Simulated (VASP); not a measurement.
Wanted: the native input for a VASP 6.6.1 run.

```yaml
Task: single point
Functional: r2SCAN
Potentials_or_basis: VASP PAW PBE potentials, release 64 (Pt, Se)
Cutoff: 520 eV
k_mesh: 6 × 6 × 6
Occupations: fermi-dirac, width 0.02 eV
Spin: no spin polarisation
Dipole_correction: no
Further_INCAR_settings: ALGO = Normal; EDIFF = 1e-06; NBANDS = 18
```

PtSe2:

```
Pt Se
1.0
     0.00000    3.16190    3.16190
     3.16190    0.00000    3.16190
     3.16190    3.16190    0.00000
Pt Se
1 2
Cartesian
  0.0000 0.0000 0.0000
  1.5809 1.5809 1.5809
  4.7428 4.7428 4.7428
```

The input as run:

POSCAR

```
PtSe2
1.0
    0.0000000000      3.1618967653      3.1618967653
    3.1618967653      0.0000000000      3.1618967653
    3.1618967653      3.1618967653      0.0000000000
Pt Se
1 2
Direct
    0.0000000000      0.0000000000      0.0000000000
    0.2500000000      0.2500000000      0.2500000000
    0.7500000000      0.7500000000      0.7500000000
```

INCAR.step1

```
PREC = Accurate
ENCUT = 520
ISMEAR = -1
SIGMA = 0.02
LREAL = F
LASPH = T
NELM = 80
NBANDS = 18
GGA = PE
ALGO = Normal
EDIFF = 1E-4
LWAVE = T
LCHARG = F
```

INCAR.step2

```
PREC = Accurate
ENCUT = 520
EDIFF = 1E-6
ISMEAR = -1
SIGMA = 0.02
LREAL = F
LASPH = T
NELM = 80
ALGO = Normal
ISIF = 2
LWAVE = F
LCHARG = F
METAGGA = R2SCAN
LMIXTAU = T
NBANDS = 18
ISTART = 1
```

KPOINTS

```
regular mesh
0
Gamma
  6 6 6
```

Potentials or basis: VASP PAW PBE potentials, release 64 (Pt, Se).

Launch:

```console
$ cat potpaw_PBE.64/Pt/POTCAR potpaw_PBE.64/Se/POTCAR > POTCAR
$ cp INCAR.step1 INCAR
$ mpirun -np 1 vasp_std > vasp.out
$ cp INCAR.step2 INCAR
$ mpirun -np 1 vasp_std > vasp.out
```

It gave:

```yaml
Pressure: -3.2 GPa
Band_gap_on_the_k_mesh: zero (bands 11 and 12 overlap by 0.38 eV)
```

Caveat: the cell stands under tension; the PAW data sets were made with another functional, which shifts forces and pressure a little; spin-orbit coupling is left out, which moves the levels of the heavy elements.

Wall time 110 s on 1 thread of Intel Xeon 8259CL (shared host), peak memory 0.22 GiB.
